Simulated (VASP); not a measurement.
# Au (P-3m1) in VASP: single point with PBE

Aim: the single point of Au with PBE.

All numbers are computed with VASP 6.6.1; they aren't measurements. Logs are shortened: lines on timing, memory, paths and dates and some standing lists are left out, and cuts for length are marked.

## Step 1: The cell of the first run

It takes space group P-3m1 (No. 164, trigonal). The conventional cell has a = 2.893 Å, b = 2.893 Å, c = 18.672 Å, α = 90.00°, β = 90.00°, γ = 120.00°. Au (site symmetry 3m) has 9 Au at 2.89 Å within 3.8 Å. Au (site symmetry 3m) has 12 Au at 2.89 Å within 3.8 Å. Au (site symmetry 3m) has 12 Au at 2.89 Å within 3.8 Å.

## Step 2: Single point, PBE (the distance across one plane changed)

INCAR reads:

```
PREC     = Accurate       # precision mode
ENCUT    = 520            # plane-wave cutoff, eV
EDIFF    = 1E-6           # SCF threshold, eV
ISMEAR   = 0              # smearing method
SIGMA    = 0.15           # smearing width, eV
LREAL    = False          # projectors in reciprocal space
LASPH    = True           # aspherical terms in the spheres
NELM     = 80             # most SCF steps
ALGO     = Fast           # electronic algorithm
ISIF     = 2              # what is computed and relaxed
LWAVE    = False          # write WAVECAR
LCHARG   = True           # write CHGCAR
GGA      = PE             # functional
LELF     = True           # ELF
LVHAR    = True         
NBANDS   = 42             # bands
```

KPOINTS reads:

```
regular mesh
0
Gamma
  18 18 4
```

POSCAR reads:

```
Au
1.0
    2.0455000000     -2.0455000000      0.0000000000
    2.0455000000      0.0000000000     -2.0455000000
   10.7800762114     10.7800762114     10.7800762114
Au
6
Direct
    0.6666666667      0.6666666667      0.0632367484
    0.0000000000      0.0000000000      0.6957307307
    0.3333333333      0.3333333333      0.1897355448
    0.6666666667      0.6666666667      0.4427331378
    0.0000000000      0.0000000000      0.3162343413
    0.3333333333      0.3333333333      0.5692319343
```

Potentials or basis: VASP PAW PBE potentials, release 64 (Au).

The run is started by

```bash
cat potpaw_PBE.64/Au/POTCAR > POTCAR
mpirun -np 1 vasp_std > vasp.out
```

OUTCAR:

```text
PREC = Accurate
   ENCUT = 520
   EDIFF = 1E-6
   ISMEAR = 0
   LREAL = False
   LASPH = True
   NELM = 80
   ISIF = 2
   GGA = PE

 ion  position               nearest neighbor table
   1  0.667  0.667  0.063-   3 2.89   3 2.89   3 2.89
   2  0.000  0.000  0.696-   6 2.89   6 2.89   6 2.89
   3  0.333  0.333  0.190-   1 2.89   1 2.89   1 2.89   5 2.89   5 2.89   5 2.89
   4  0.667  0.667  0.443-   5 2.89   6 2.89   6 2.89   5 2.89   5 2.89   6 2.89
   5  0.000  0.000  0.316-   4 2.89   3 2.89   4 2.89   4 2.89   3 2.89   3 2.89
   6  0.333  0.333  0.569-   2 2.89   2 2.89   2 2.89   4 2.89   4 2.89   4 2.89

  LATTYP: Found a hexagonal cell.
 ALAT       =     2.8927738418
 C/A-ratio  =     6.4545798353

  Lattice vectors:

 A1 = (  -2.0455000000,   0.0000000000,   2.0455000000)
 A2 = (   2.0455000000,  -2.0455000000,   0.0000000000)
 A3 = (  10.7800762114,  10.7800762114,  10.7800762114)

Analysis of symmetry for initial positions (statically):
=====================================================================
 Subroutine PRICEL returns:
 Original cell was already a primitive cell.

 Routine SETGRP: Setting up the symmetry group for a
 hexagonal supercell.

 Subroutine GETGRP returns: Found 12 space group operations
 (whereof  6 operations were pure point group operations)
 out of a pool of 24 trial point group operations.

The static configuration has the point symmetry C_3v.
 The point group associated with its full space group is D_3d.

Analysis of symmetry for dynamics (positions and initial velocities):
=====================================================================
 Subroutine PRICEL returns:
 Original cell was already a primitive cell.

 Routine SETGRP: Setting up the symmetry group for a
 hexagonal supercell.

 Subroutine GETGRP returns: Found 12 space group operations
 (whereof  6 operations were pure point group operations)
 out of a pool of 24 trial point group operations.

The dynamic configuration has the point symmetry C_3v.
 The point group associated with its full space group is D_3d.

 Subroutine INISYM returns: Found 12 space group operations
 (whereof  6 operations are pure point group operations),
 and found     1 'primitive' translations

----------------------------------------------------------------------------------------

                                     Primitive cell

  volume of cell :     135.3138

  direct lattice vectors                    reciprocal lattice vectors
     2.045500000 -2.045500000  0.000000000     0.162959342 -0.325918683  0.162959342
     2.045500000  0.000000000 -2.045500000     0.162959342  0.162959342 -0.325918683
    10.780076211 10.780076211 10.780076211     0.030921241  0.030921241  0.030921241

  length of vectors
     2.892773842  2.892773842 18.671639708     0.399167236  0.399167236  0.053557160

  position of ions in fractional coordinates (direct lattice)
     0.666666667  0.666666667  0.063236748
     0.000000000  0.000000000  0.695730731
     0.333333333  0.333333333  0.189735545
     0.666666667  0.666666667  0.442733138
     0.000000000  0.000000000  0.316234341
     0.333333333  0.333333333  0.569231934

  ion indices of the primitive-cell ions
   primitive index   ion index
                 1           1
                 2           2
                 3           3
                 4           4
                 5           5
                 6           6

----------------------------------------------------------------------------------------

 KPOINTS: regular mesh

Automatic generation of k-mesh.
 Grid dimensions read from file:
 generate k-points for:   18   18    4

 Generating k-lattice:

  Cartesian coordinates                     Fractional coordinates (reciprocal lattice)
     0.009053297 -0.018106594  0.009053297     0.055555556  0.000000000  0.000000000
     0.009053297  0.009053297 -0.018106594     0.000000000  0.055555556  0.000000000
     0.007730310  0.007730310  0.007730310     0.000000000  0.000000000  0.250000000

  Length of vectors
     0.022175958  0.022175958  0.013389290

  Shift w.r.t. Gamma in fractional coordinates (k-lattice)
     0.000000000  0.000000000  0.000000000

 Subroutine IBZKPT returns following result:
 ===========================================

 Found    138 irreducible k-points:

 Following reciprocal coordinates:
            Coordinates               Weight
  0.000000  0.000000  0.000000      1.000000
  0.055556  0.000000  0.000000      6.000000
  0.111111  0.000000  0.000000      6.000000
  0.166667  0.000000  0.000000      6.000000
  0.222222  0.000000  0.000000      6.000000
  0.277778  0.000000  0.000000      6.000000
[... 16 lines left out ...]
  0.444444  0.111111 -0.000000     12.000000
  0.500000  0.111111 -0.000000     12.000000
 [... further k-points ...]
   k-points           NKPTS =    138   k-points in BZ     NKDIM =    138   number of bands    NBANDS=     42
   number of dos      NEDOS =    301   number of ions     NIONS =      6
   total plane-waves  NPLWV =  80640
   dimension x,y,z NGX =    24 NGY =   24 NGZ =  140
   dimension x,y,z NGXF=    48 NGYF=   48 NGZF=  280
   ions per type =               6
   NGX,Y,Z   is equivalent  to a cutoff of  13.79, 13.79, 12.47 a.u.
   NGXF,Y,Z  is equivalent  to a cutoff of  27.59, 27.59, 24.93 a.u.
 SYSTEM =  unknown system
   PREC   = accura    normal or accurate (medium, high low for compatibility)
   ISTART =      0    job   : 0-new  1-cont  2-samecut
   ICHARG =      2    charge: 1-file 2-atom 10-const
   ISPIN  =      1    spin polarized calculation?
   LNONCOLLINEAR =      F non collinear calculations
   LSORBIT =      F    spin-orbit coupling
   LASPH  =      T    aspherical Exc in radial PAW
   ENCUT  =  520.0 eV  38.22 Ry    6.18 a.u.   5.38  5.38 34.72*2*pi/ulx,y,z
   NELM   =     80;   NELMIN=  2; NELMDL= -5     # of ELM steps
   EDIFF  = 0.1E-05   stopping-criterion for ELM
   LREAL  =      F    real-space projection
   EDIFFG = 0.1E-04   stopping-criterion for IOM
   NSW    =      0    number of steps for IOM
   IBRION =     -1    ionic relax: 0-MD 1-quasi-New 2-CG
   NFREE  =      0    steps in history (QN), initial steepest desc. (CG)
   ISIF   =      2    stress and relaxation
   ISYM   =      2    0-nonsym 1-usesym 2-fastsym
   POTIM  = 0.5000    time-step for ionic-motion
   TEBEG  =    0.0;   TEEND  =   0.0 temperature during run
   PSTRESS=    0.0 pullay stress
   NELECT =      66.0000    total number of electrons
   NUPDOWN=      -1.0000    fix difference up-down
   EMIN   =  10.00;   EMAX   =-10.00  energy-range for DOS
   EFERMI =   0.00;   METHOD = LEGACY
   ISMEAR =     0;   SIGMA  =   0.15  broadening in eV -4-tet -1-fermi 0-gaus
   EFERMI_NEDOS =   21; number of points for ismear=-14 and -15
   IALGO  =     68    algorithm
   IMIX   =      4    mixing-type and parameters
     AMIX     =   0.40;   BMIX     =  1.00
     AMIX_MAG =   1.60;   BMIX_MAG =  1.00
  volume/ion in A,a.u.               =      22.55       152.19
  Fermi-wavevector in a.u.,A,eV,Ry     =   1.288671  2.435235 22.594834  1.660673
  Thomas-Fermi vector in A             =   2.420611
   LORBIT       =      0    0 simple, 1 ext, 2 COOP (PROOUT), +10 PAW based schemes
   GGA     = PE    functional components
   LHFCALC =     F    Hartree Fock is set to
   AEXX    =    0.0000 exact exchange contribution
   IVDW    =     0    specifies the selected vdW correction
   LEPSILON=     F    determine dielectric tensor
   LRPA    =     F    only Hartree local field effects (RPA)
 non-spin polarized calculation
 RMM-DIIS sequential band-by-band and
 Gauss-broadening in eV      SIGMA  =   0.15
  energy-cutoff  :      520.00
  volume of cell :      135.31
 maximum number of plane-waves:      3707
 NGX is ok and might be reduce to    24
   NGX = 11   NGY = 11   NGZ = 69

 number of electron      66.0000010 magnetization

 Free energy of the ion-electron system (eV)
  ---------------------------------------------------
  ext. energy  EPLUGINS =         0.00000000
  ---------------------------------------------------
  free energy    TOTEN  =       -18.65487343 eV

  energy without entropy =      -18.64073086  energy(sigma->0) =      -18.64780214

 E-fermi :   5.8093     XC(G=0): -10.3556

 val. band max:        5.7955607643   @ k =   0.0000   0.0000   0.2500
 cond. band min:       5.8295676496   @ k =   0.1111   0.0000   0.2500
 fundamental gap:      0.0340068853
 Fermi energy:         5.8093292860

 k-point     1 :       0.0000    0.0000    0.0000
  band No.  band energies     occupation
      1      -3.7247      2.00000
      2      -3.1047      2.00000
      3      -2.2525      2.00000
      4      -1.5624      2.00000
      5      -1.2663      2.00000
      6      -1.2370      2.00000
[... 34 lines left out ...]
     41      14.5777      0.00000
     42      18.4163      0.00000

 k-point     2 :       0.0556    0.0000    0.0000
  band No.  band energies     occupation
      1      -3.6299      2.00000
      2      -3.0119      2.00000
      3      -2.1608      2.00000
      4      -1.4732      2.00000
      5      -1.1816      2.00000
      6      -1.1502      2.00000
[... 34 lines left out ...]
     41      14.6348      0.00000
     42      18.4928      0.00000

 k-point     3 :       0.1111    0.0000    0.0000
  band No.  band energies     occupation
      1      -3.3521      2.00000
      2      -2.7425      2.00000
      3      -1.8976      2.00000
      4      -1.2204      2.00000
      5      -0.9405      2.00000
      6      -0.9043      2.00000
[... 34 lines left out ...]
     41      14.8030      0.00000
     42      18.6889      0.00000

 k-point     4 :       0.1667    0.0000    0.0000
  band No.  band energies     occupation
      1      -2.9141      2.00000
      2      -2.3272      2.00000
      3      -1.5094      2.00000
      4      -0.8654      2.00000
      5      -0.5938      2.00000
      6      -0.5510      2.00000
[... 844 lines left out ...]
     41      13.3034      0.00000
     42      14.1584      0.00000

 k-point    23 :       0.4444    0.1111   -0.0000
  band No.  band energies     occupation
      1      -1.0286      2.00000
      2      -0.7231      2.00000
      3      -0.6256      2.00000
      4      -0.4612      2.00000
      5      -0.3955      2.00000
      6      -0.1282      2.00000
[... 34 lines left out ...]
     41      12.6865      0.00000
     42      13.5881      0.00000

 k-point    24 :       0.5000    0.1111   -0.0000
  band No.  band energies     occupation
      1      -1.0107      2.00000
      2      -0.8129      2.00000
      3      -0.5961      2.00000
      4      -0.5316      2.00000
      5      -0.4808      2.00000
      6      -0.2094      2.00000
[... 34 lines left out ...]
     41      12.1715      0.00000
     42      13.1191      0.00000

 [... further k-points ...]

------------------------ aborting loop because EDIFF is reached ----------------------------------------

  FORCE on cell =-STRESS in cart. coord.  units (eV):
  Direction    XX          YY          ZZ          XY          YZ          ZX
  --------------------------------------------------------------------------------------
  -------------------------------------------------------------------------------------
  Total        2.6005690      2.6005690      2.6005690      0.6759665      0.6759665      0.6759665
  in kB       30.7919302     30.7919302     30.7919302      8.0037530      8.0037530      8.0037530
  external PRESSURE =      30.7919302 kB  Pullay stress =       0.0000000 kB

 VOLUME and BASIS-vectors are now :
 -----------------------------------------------------------------------------
  energy-cutoff  :      520.00
  volume of cell :      135.31
      direct lattice vectors                 reciprocal lattice vectors
     2.045500000 -2.045500000  0.000000000     0.162959342 -0.325918683  0.162959342
     2.045500000  0.000000000 -2.045500000     0.162959342  0.162959342 -0.325918683
    10.780076211 10.780076211 10.780076211     0.030921241  0.030921241  0.030921241

 POSITION                                       TOTAL-FORCE (eV/Angst)
 -----------------------------------------------------------------------------------
      3.40903     -0.68197     -0.68197        -0.240090     -0.240090     -0.240090
      7.50003      7.50003      7.50003         0.240090      0.240090      0.240090
      3.40903      1.36353      1.36353         0.070627      0.070627      0.070627
      7.50003      3.40903      3.40903         0.002646      0.002646      0.002646
      3.40903      3.40903      3.40903        -0.002646     -0.002646     -0.002646
      7.50003      5.45453      5.45453        -0.070627     -0.070627     -0.070627
 -----------------------------------------------------------------------------------
    total drift:                               -0.000005     -0.000005     -0.000005

  FREE ENERGIE OF THE ION-ELECTRON SYSTEM (eV)
  ---------------------------------------------------
  free  energy   TOTEN  =       -18.6548734260 eV

  energy  without entropy=      -18.6407308572  energy(sigma->0) =      -18.64780214
```

Run time: 6.2 min. Hardware: 1 thread of Intel Xeon 6975P-C (Granite Rapids), shared host; peak memory 0.64 GiB.

What came out:

- Free energy: -18.6549 eV
- Pressure: 3.1 GPa
- Largest force: 0.416 eV/Å
- Band gap on the k mesh: zero (bands 33 and 34 overlap by 4.80 eV)

Forces on the atoms (eV/Å):
```
Au  -0.240 -0.240 -0.240
Au   0.240  0.240  0.240
Au   0.071  0.071  0.071
Au   0.003  0.003  0.003
Au  -0.003 -0.003 -0.003
Au  -0.071 -0.071 -0.071
```

Caveat: the cell differs from its parent crystal (the distance across one plane changed); the cell stands under pressure; spin-orbit coupling is left out, which moves the levels of the heavy elements.
